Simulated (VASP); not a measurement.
# La (Fd-3m) in VASP: a series of runs

Runs on La. Level: LDA. Tasks: single point.

Program: VASP 6.6.1. These are calculated values, not measurements. Logs are shortened: lines on timing, memory, paths and dates and some standing lists are left out, and cuts for length are marked.

### Step 1. The cell of the first run

Symmetry: Fd-3m, No. 227, cubic system. Conventional cell: a = 5.280 Å, b = 5.280 Å, c = 5.280 Å, α = 90.00°, β = 90.00°, γ = 90.00°. Within 3.0 Å of La (site symmetry -43m) lie 4 La at 2.29 Å.

This isn't the form of La at room conditions, which is double hcp.

### Step 2. Single point, LDA

File INCAR:

```
PREC = Accurate
ENCUT = 520
EDIFF = 1E-6
ISMEAR = -1
SIGMA = 0.08
LREAL = False
LASPH = True
NELM = 80
ALGO = Normal
ISIF = 2
LWAVE = False
LCHARG = True
LELF = True
LVHAR = True
NBANDS = 18
```

File KPOINTS:

```
regular mesh
0
Gamma
  13 13 13
```

File POSCAR:

```
La
1.0
    0.0000000000      2.6402029641      2.6402029641
    2.6402029641      0.0000000000      2.6402029641
    2.6402029641      2.6402029641      0.0000000000
La
2
Direct
   -0.1250000000     -0.1250000000     -0.1250000000
    0.1250000000      0.1250000000      0.1250000000
```

Potentials or basis: VASP PAW LDA potentials, release 64 (La).

Command:

```
cat potpaw_LDA.64/La/POTCAR > POTCAR
mpirun -np 1 vasp_std > vasp.out
```

OUTCAR:

```text
PREC = Accurate
   ENCUT = 520
   EDIFF = 1E-6
   ISMEAR = -1
   LREAL = False
   LASPH = True
   NELM = 80
   ISIF = 2

 ion  position               nearest neighbor table
   1  0.875  0.875  0.875-   2 2.29   2 2.29   2 2.29   2 2.29
   2  0.125  0.125  0.125-   1 2.29   1 2.29   1 2.29   1 2.29

  LATTYP: Found a face centered cubic cell.
 ALAT       =     5.2804059282

  Lattice vectors:

 A1 = (   0.0000000000,   2.6402029641,   2.6402029641)
 A2 = (   2.6402029641,   0.0000000000,   2.6402029641)
 A3 = (   2.6402029641,   2.6402029641,   0.0000000000)

Analysis of symmetry for initial positions (statically):
=====================================================================
 Subroutine PRICEL returns:
 Original cell was already a primitive cell.

 Routine SETGRP: Setting up the symmetry group for a
 face centered cubic supercell.

 Subroutine GETGRP returns: Found 48 space group operations
 (whereof 12 operations were pure point group operations)
 out of a pool of 48 trial point group operations.

The static configuration has the point symmetry D_3d.
 The point group associated with its full space group is O_h .

Analysis of symmetry for dynamics (positions and initial velocities):
=====================================================================
 Subroutine PRICEL returns:
 Original cell was already a primitive cell.

 Routine SETGRP: Setting up the symmetry group for a
 face centered cubic supercell.

 Subroutine GETGRP returns: Found 48 space group operations
 (whereof 12 operations were pure point group operations)
 out of a pool of 48 trial point group operations.

The dynamic configuration has the point symmetry D_3d.
 The point group associated with its full space group is O_h .

 Subroutine INISYM returns: Found 48 space group operations
 (whereof 12 operations are pure point group operations),
 and found     1 'primitive' translations

----------------------------------------------------------------------------------------

                                     Primitive cell

  volume of cell :      36.8080

  direct lattice vectors                    reciprocal lattice vectors
     0.000000000  2.640202964  2.640202964    -0.189379380  0.189379380  0.189379380
     2.640202964  0.000000000  2.640202964     0.189379380 -0.189379380  0.189379380
[... 81 lines left out ...]
   LSORBIT =      F    spin-orbit coupling
   LASPH  =      T    aspherical Exc in radial PAW
   ENCUT  =  520.0 eV  38.22 Ry    6.18 a.u.   6.94  6.94  6.94*2*pi/ulx,y,z
   NELM   =     80;   NELMIN=  2; NELMDL= -5     # of ELM steps
   EDIFF  = 0.1E-05   stopping-criterion for ELM
   LREAL  =      F    real-space projection
   EDIFFG = 0.1E-04   stopping-criterion for IOM
   NSW    =      0    number of steps for IOM
   IBRION =     -1    ionic relax: 0-MD 1-quasi-New 2-CG
   NFREE  =      0    steps in history (QN), initial steepest desc. (CG)
   ISIF   =      2    stress and relaxation
   ISYM   =      2    0-nonsym 1-usesym 2-fastsym
   POTIM  = 0.5000    time-step for ionic-motion
   TEBEG  =    0.0;   TEEND  =   0.0 temperature during run
   PSTRESS=    0.0 pullay stress
   NELECT =      22.0000    total number of electrons
   NUPDOWN=      -1.0000    fix difference up-down
   EMIN   =  10.00;   EMAX   =-10.00  energy-range for DOS
   EFERMI =   0.00;   METHOD = LEGACY
   ISMEAR =    -1;   SIGMA  =   0.08  broadening in eV -4-tet -1-fermi 0-gaus
   EFERMI_NEDOS =   21; number of points for ismear=-14 and -15
   IALGO  =     38    algorithm
   IMIX   =      4    mixing-type and parameters
     AMIX     =   0.40;   BMIX     =  1.00
     AMIX_MAG =   1.60;   BMIX_MAG =  1.00
  volume/ion in A,a.u.               =      18.40       124.20
  Fermi-wavevector in a.u.,A,eV,Ry     =   1.379013  2.605957 25.873891  1.901677
  Thomas-Fermi vector in A             =   2.504022
   LORBIT       =      0    0 simple, 1 ext, 2 COOP (PROOUT), +10 PAW based schemes
   GGA     = CA    functional components
   LHFCALC =     F    Hartree Fock is set to
   AEXX    =    0.0000 exact exchange contribution
   IVDW    =     0    specifies the selected vdW correction
   LEPSILON=     F    determine dielectric tensor
   LRPA    =     F    only Hartree local field effects (RPA)
 non-spin polarized calculation
  energy-cutoff  :      520.00
  volume of cell :       36.81
 maximum number of plane-waves:      1010
   NGX = 13   NGY = 13   NGZ = 13

 number of electron      21.9999998 magnetization

 Free energy of the ion-electron system (eV)
  ---------------------------------------------------
  ext. energy  EPLUGINS =         0.00000000
  ---------------------------------------------------
  free energy    TOTEN  =         0.19389122 eV

  energy without entropy =        0.21463341  energy(sigma->0) =        0.20426231

 E-fermi :  15.4066     XC(G=0): -12.6066

 val. band max:       15.3754553425   @ k =   0.4615   0.0769   0.0000
 cond. band min:      15.4478467186   @ k =   0.4615   0.3846   0.0769
 fundamental gap:      0.0723913760
 Fermi energy:        15.4065825742

 k-point     1 :       0.0000    0.0000    0.0000
  band No.  band energies     occupation
      1     -20.3757      2.00000
      2     -11.0359      2.00000
      3      -3.5269      2.00000
      4      -3.5269      2.00000
      5      -3.5269      2.00000
      6       1.7474      2.00000
[... 481 lines left out ...]
      5      -1.5550      2.00000
      6       2.7910      2.00000
[... 10 lines left out ...]
     17      19.2794      0.00000
     18      19.4887      0.00000

 [... further k-points ...]

------------------------ aborting loop because EDIFF is reached ----------------------------------------

  FORCE on cell =-STRESS in cart. coord.  units (eV):
  Direction    XX          YY          ZZ          XY          YZ          ZX
  --------------------------------------------------------------------------------------
  -------------------------------------------------------------------------------------
  Total       39.0174097     39.0174097     39.0174097      0.0000000      0.0000000      0.0000000
  in kB     1698.3495404   1698.3495404   1698.3495404      0.0000000      0.0000000      0.0000000
  external PRESSURE =    1698.3495404 kB  Pullay stress =       0.0000000 kB

 VOLUME and BASIS-vectors are now :
 -----------------------------------------------------------------------------
  energy-cutoff  :      520.00
  volume of cell :       36.81
      direct lattice vectors                 reciprocal lattice vectors
     0.000000000  2.640202964  2.640202964    -0.189379380  0.189379380  0.189379380
     2.640202964  0.000000000  2.640202964     0.189379380 -0.189379380  0.189379380
     2.640202964  2.640202964  0.000000000     0.189379380  0.189379380 -0.189379380

 POSITION                                       TOTAL-FORCE (eV/Angst)
 -----------------------------------------------------------------------------------
      4.62036      4.62036      4.62036        -0.000000     -0.000000     -0.000000
      0.66005      0.66005      0.66005         0.000000      0.000000      0.000000
 -----------------------------------------------------------------------------------
    total drift:                                0.000000     -0.000000     -0.000000

  FREE ENERGIE OF THE ION-ELECTRON SYSTEM (eV)
  ---------------------------------------------------
  free  energy   TOTEN  =         0.1938912205 eV

  energy  without entropy=        0.2146334065  energy(sigma->0) =        0.20426231
```

Wall time 95 s (1 thread of Intel Xeon 8259CL, shared host); peak memory 0.19 GiB.

What came out:

| Item | Value |
| --- | --- |
| Free energy | 0.1939 eV |
| Pressure | 169.8 GPa |
| Band gap on the k mesh | zero (bands 11 and 12 overlap by 0.45 eV) |

Caveat: the cell stands under pressure; spin-orbit coupling is left out, which moves the levels of the heavy elements.

### Step 3. Single point, LDA

File INCAR:

```
SYSTEM = La
ALGO = Normal
EDIFF = 1E-6
ENCUT = 520
GGA = CA
ISIF = 2
ISMEAR = -1
LASPH = .TRUE.
LCHARG = .FALSE.
LREAL = .FALSE.
LWAVE = .FALSE.
NBANDS = 18
NELM = 60
PREC = Accurate
SIGMA = 0.08
```

File KPOINTS:

```
k-points
0
G
  13 13 13
  0 0 0
```

File POSCAR:

```
La
1.0
    0.0000000000      2.6386812034      2.6386812034
    2.6386812034      0.0000000000      2.6386812034
    2.6386812034      2.6386812034      0.0000000000
La
2
Direct
   -0.1250000000     -0.1250000000     -0.1250000000
    0.1250000000      0.1250000000      0.1250000000
```

Potentials or basis: VASP PAW LDA potentials, release 64 (La).

Command:

```
cat potpaw_LDA.64/La/POTCAR > POTCAR
mpirun -np 1 vasp_std > vasp.out
```

It took 91 s on 1 thread of Intel Xeon 8259CL, shared host; peak memory 0.19 GiB.

Results (log left out):

* Free energy: 0.2615 eV
* Pressure: 170.9 GPa
* Band gap on the k mesh: zero (bands 11 and 12 overlap by 0.45 eV)

Levels at points of the mesh, in eV from the Fermi level:
```
           k point  band 8  band 9  band 10  band 11  band 12  band 13  band 14  band 15
(0.00, 0.00, 0.00)  -13.66   -2.47    -1.31    -1.31     1.09     1.09     1.09     2.71
```

Caveat: the cell stands under pressure; spin-orbit coupling is left out, which moves the levels of the heavy elements.
